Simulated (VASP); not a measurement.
# FeSn2F12 (a cell with a defect) in VASP: notebook, part 2 of 2

VASP 6.6.1. Earlier steps stand in the parts before.

### 4 Single point, PBE, collinear spin, ferromagnetic start

The input, INCAR:

```
SYSTEM = FeSn2F12
PREC = Accurate
ENCUT = 520
EDIFF = 1E-6
ISMEAR = 0
SIGMA = 0.01
LREAL = Auto
LASPH = .True.
NELM = 150
ALGO = Normal
ISIF = 2
LWAVE = .False.
LCHARG = .True.
ISPIN = 2
MAGMOM = 0 0 4 0 0 0 0 0 0 0 0 0 0 0 0
LORBIT = 11
LMAXMIX = 4
GGA = PE
LELF = .True.
LVHAR = .True.
NBANDS = 77
```

The input, KPOINTS:

```
Automatic mesh
0
Gamma
  3 3 1
  0 0 0
```

The input, POSCAR:

```
FeSn2F12
1.0
   -2.0250000000      2.0250000000      3.9650000000
    2.0250000000     -2.0250000000      3.9650000000
    6.0750000000      6.0750000000    -11.8950000000
Sn Fe F
2 1 12
Direct
    0.0000000000      0.0000000000      0.0000000000
    0.0000000000      0.0000000000      0.3333333300
    0.0000000000      0.0000000000      0.6666666700
    0.2370000000      0.2370000000      0.0000000000
    0.2370000000      0.2370000000      0.3333333300
    0.2370000000      0.2370000000      0.6666666700
    0.7630000000      0.7630000000      0.0000000000
    0.7630000000      0.7630000000      0.3333333300
    0.7630000000      0.7630000000      0.6666666700
    0.5000000000      0.0000000000      0.1666666700
    0.5000000000      0.0000000000      0.5000000000
    0.5000000000      0.0000000000      0.8333333300
    0.0000000000      0.5000000000      0.1666666700
    0.0000000000      0.5000000000      0.5000000000
    0.0000000000      0.5000000000      0.8333333300
```

Potentials or basis: VASP PAW PBE potentials, release 64 (Sn_d, Fe, F).

On the command line:

```bash
$ cat potpaw_PBE.64/Sn_d/POTCAR potpaw_PBE.64/Fe/POTCAR potpaw_PBE.64/F/POTCAR > POTCAR
$ mpirun -np 1 vasp_std > vasp.out
```

OUTCAR:

```text
SYSTEM = FeSn2F12
   PREC = Accurate
   ENCUT = 520
   EDIFF = 1E-6
   ISMEAR = 0
   LREAL = Auto
   LASPH = .True.
   NELM = 150
   ISIF = 2
   ISPIN = 2
   LORBIT = 11
   GGA = PE

 ion  position               nearest neighbor table
   1  0.000  0.000  0.000-   4 1.88   7 1.88  10 2.03  13 2.03  15 2.03  12 2.03
   2  0.000  0.000  0.333-   5 1.88   8 1.88  13 2.02  10 2.02  11 2.03  14 2.03
   3  0.000  0.000  0.667-   6 1.88   9 1.88  12 2.02  15 2.02  14 2.03  11 2.03
   4  0.237  0.237  0.000-   1 1.88
   5  0.237  0.237  0.333-   2 1.88
   6  0.237  0.237  0.667-   3 1.88
   7  0.763  0.763  0.000-   1 1.88
   8  0.763  0.763  0.333-   2 1.88
   9  0.763  0.763  0.667-   3 1.88
  10  0.500  0.000  0.167-   2 2.02   1 2.03
  11  0.500  0.000  0.500-   3 2.03   2 2.03
  12  0.500  0.000  0.833-   3 2.02   1 2.03
  13  0.000  0.500  0.167-   2 2.02   1 2.03
[... 864 lines left out ...]
  free  energy   TOTEN  =       -69.3362928878 eV

  energy  without entropy=      -69.3362928878  energy(sigma->0) =      -69.33629289

 total charge

# of ion       s       p       d       tot
------------------------------------------
    1        0.842   1.026  10.421  12.288
    2        0.842   1.026  10.421  12.288
    3        0.303   0.466   5.707   6.476
    4        1.747   4.341   0.000   6.088
    5        1.747   4.341   0.000   6.088
    6        1.751   4.213   0.000   5.964
    7        1.747   4.341   0.000   6.088
    8        1.747   4.341   0.000   6.088
    9        1.751   4.213   0.000   5.964
   10        1.737   4.398   0.000   6.135
   11        1.738   4.347   0.000   6.085
   12        1.738   4.347   0.000   6.085
   13        1.737   4.398   0.000   6.135
   14        1.738   4.347   0.000   6.085
   15        1.738   4.347   0.000   6.085
--------------------------------------------------
tot         22.900  54.493  26.549 103.942

 magnetization (x)

# of ion       s       p       d       tot
------------------------------------------
    1        0.002   0.005   0.003   0.010
    2        0.002   0.005   0.003   0.010
    3        0.010   0.014   3.344   3.367
    4        0.000   0.003   0.000   0.003
    5        0.000   0.003   0.000   0.003
    6        0.001   0.102   0.000   0.104
    7        0.000   0.003   0.000   0.003
    8        0.000   0.003   0.000   0.003
    9        0.001   0.102   0.000   0.104
   10        0.000   0.001   0.000   0.001
   11        0.003   0.067   0.000   0.070
   12        0.003   0.067   0.000   0.070
   13        0.000   0.001   0.000   0.001
   14        0.003   0.067   0.000   0.070
   15        0.003   0.067   0.000   0.070
--------------------------------------------------
tot          0.028   0.511   3.350   3.889
```

OSZICAR:

```text
N       E                     dE             d eps       ncg     rms          rms(c)
DAV:   1     0.189015287723E+04    0.18902E+04   -0.57573E+04  1400   0.203E+03
DAV:   2     0.260670494958E+03   -0.16295E+04   -0.14916E+04  1368   0.647E+02
[... 27 lines left out ...]
DAV:  30    -0.693367948537E+02    0.22602E-02   -0.35103E-03  1513   0.303E-01    0.276E-01
DAV:  31    -0.693367046728E+02    0.90181E-04   -0.16149E-04  1432   0.670E-02    0.251E-01
DAV:  32    -0.693364355844E+02    0.26909E-03   -0.28936E-04  1527   0.873E-02    0.151E-01
DAV:  33    -0.693363016162E+02    0.13397E-03   -0.33183E-04  1662   0.103E-01    0.492E-02
DAV:  34    -0.693362936130E+02    0.80031E-05   -0.45420E-05  1486   0.343E-02    0.130E-02
DAV:  35    -0.693362928878E+02    0.72520E-06   -0.31384E-06  1187   0.958E-03
   1 F= -.69336293E+02 E0= -.69336293E+02  d E =-.207777E-12  mag=     4.0001
```

It took 11 min on 1 thread of Oxide Virtual Turin-like, shared host; peak memory 0.49 GiB.

Results:

```yaml
Free_energy: -69.3363 eV
Pressure: 1.8 GPa
Largest_force: 2.685 eV/Å
Band_gap_on_the_k_mesh: 0.43 eV
Net_moment: 4.00 μB per cell
Site_moments: Sn +0.01; Fe +3.37; F +0.00, +0.10, +0.07 (each value once) μB
Valence_electrons_inside_the_program's_atomic_spheres: Sn 12.29; Fe 6.48; F 6.09, 5.96, 6.13, 6.08 (each value once)
```

Forces on the atoms (eV/Å):
```
Sn  -0.076 -0.076  0.000
Sn   0.076  0.076  0.000
Fe   0.000  0.000  0.000
F   -0.012 -0.012  0.902
F    0.012  0.012  0.902
F    0.000  0.000 -2.685
F   -0.012 -0.012 -0.902
F    0.012  0.012 -0.902
F    0.000  0.000  2.685
F    0.000  0.000  0.000
F    0.054  1.515  0.000
F   -0.054 -1.515  0.000
F    0.000  0.000  0.000
F    1.515  0.054  0.000
F   -1.515 -0.054  0.000
```

Caveat: the k points lie up to 0.58 Å⁻¹ apart; semilocal functionals underestimate gaps, and a narrow one can read as zero; spin-orbit coupling is left out, which moves the levels of the heavy elements.

### 5 Single point, PBE, collinear spin, ferromagnetic start

The input, INCAR:

```
PREC = Accurate ; ENCUT = 520
EDIFF = 1E-6 ; ISMEAR = 0
SIGMA = 0.01 ; LREAL = Auto
LASPH = True ; NELM = 150
ALGO = Normal ; ISIF = 2
LWAVE = False ; LCHARG = True
ISPIN = 2 ; MAGMOM = 0 0 0.4 0 0 0 0 0 0 0 0 0 0 0 0
LORBIT = 11 ; LMAXMIX = 4
GGA = PE ; LELF = True
LVHAR = True ; NBANDS = 77
```

The input, KPOINTS:

```
regular mesh
0
Gamma
  3 3 1
```

POSCAR is that of step 4.

On the command line:

```bash
$ cat potpaw_PBE.64/Sn_d/POTCAR potpaw_PBE.64/Fe/POTCAR potpaw_PBE.64/F/POTCAR > POTCAR
$ mpirun -np 1 vasp_std > vasp.out
```

It took 14 min on 1 thread of Oxide Virtual Turin-like, shared host; peak memory 0.49 GiB.

Results (log left out):

```yaml
Free_energy: -69.3363 eV
Pressure: 1.8 GPa
Largest_force: 2.685 eV/Å
Band_gap_on_the_k_mesh: 0.43 eV
Net_moment: 4.00 μB per cell
Site_moments: Sn +0.01; Fe +3.37; F +0.00, +0.10, +0.07 (each value once) μB
Valence_electrons_inside_the_program's_atomic_spheres: Sn 12.29; Fe 6.48; F 6.09, 5.96, 6.13, 6.08 (each value once)
```

Forces on the atoms (eV/Å):
```
Sn  -0.076 -0.076  0.000
Sn   0.076  0.076  0.000
Fe   0.000  0.000  0.000
F   -0.012 -0.012  0.902
F    0.012  0.012  0.902
F    0.000  0.000 -2.685
F   -0.012 -0.012 -0.902
F    0.012  0.012 -0.902
F    0.000  0.000  2.685
F    0.000  0.000  0.000
F    0.054  1.515  0.000
F   -0.054 -1.515  0.000
F    0.000  0.000  0.000
F    1.515  0.054  0.000
F   -1.515 -0.054  0.000
```

Stress tensor (GPa, compression positive):
```
 2.77  0.03  0.00
 0.03  2.77  0.00
 0.00  0.00 -0.15
```

Levels at points of the mesh, in eV from the valence-band top:
Spin up:
```
           k point  band 58  band 59  band 60  band 61  band 62  band 63  band 64  band 65  band 66  band 67
(0.00, 0.00, 0.00)    -0.55    -0.35    -0.27    -0.18    -0.08     0.45     4.30     6.62     8.63    10.08
```
Spin down:
| k point | band 54 | band 55 | band 56 | band 57 | band 58 | band 59 | band 60 | band 61 | band 62 | band 63 |
| --- | --- | --- | --- | --- | --- | --- | --- | --- | --- | --- |
| (0.00, 0.00, 0.00) | -0.52 | -0.27 | -0.26 | -0.22 | -0.17 | 1.03 | 1.12 | 1.27 | 2.06 | 2.08 |

Caveat: the k points lie up to 0.58 Å⁻¹ apart; semilocal functionals underestimate gaps, and a narrow one can read as zero; spin-orbit coupling is left out, which moves the levels of the heavy elements.
